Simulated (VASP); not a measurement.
Write the native input for VASP 6.6.1 that does the following.

```yaml
Task: single point
Functional: PBEsol
Potentials_or_basis: VASP PAW PBE potentials, release 64 (B, N)
Cutoff: 520 eV
k_mesh: 12 × 12 × 4
Occupations: gaussian, width 0.05 eV
Spin: no spin polarisation
Dipole_correction: no
Further_INCAR_settings: ALGO = Normal; EDIFF = 1e-06; NBANDS = 16
```

The structure of BN lies in POSCAR:

```
BN
1.0
    2.5099983704      0.0000000000      0.0000000000
   -1.2549991852      2.1737223522      0.0000000000
    0.0000000000      0.0000000000      6.6900000000
B N
2 2
Direct
    0.0000000000      0.0000000000      0.5000000000
    0.3333333333      0.6666666667      0.0000000000
    0.0000000000      0.0000000000      0.0000000000
    0.6666666667      0.3333333333      0.5000000000
```

The input as run:

INCAR

```
PREC = Accurate
ENCUT = 520
EDIFF = 1E-6
ISMEAR = 0
SIGMA = 0.05
LREAL = F
LASPH = T
NELM = 80
ALGO = Normal
ISIF = 2
LWAVE = F
LCHARG = T
GGA = PS
LELF = T
LVHAR = T
NBANDS = 16
```

KPOINTS

```
regular mesh
0
Gamma
  12 12 4
```

Potentials or basis: VASP PAW PBE potentials, release 64 (B, N).

Run with:

```sh
$ cat potpaw_PBE.64/B/POTCAR potpaw_PBE.64/N/POTCAR > POTCAR
$ mpirun -np 1 vasp_std > vasp.out
```

Results of the run:

```json
{
  "Pressure": "-1.1 GPa",
  "Band gap on the k mesh": "4.26 eV, indirect (least direct gap 4.40 eV)"
}
```

Caveat: the PAW data sets were made with another functional, which shifts forces and pressure a little; this functional lacks dispersion, which binds the layers, so the pressure and a relaxed spacing across them are unreliable.

Run time: 66 s on 1 thread of AMD EPYC 7R43 64-Core Processor (Zen 3) (shared host), peak memory 0.12 GiB.
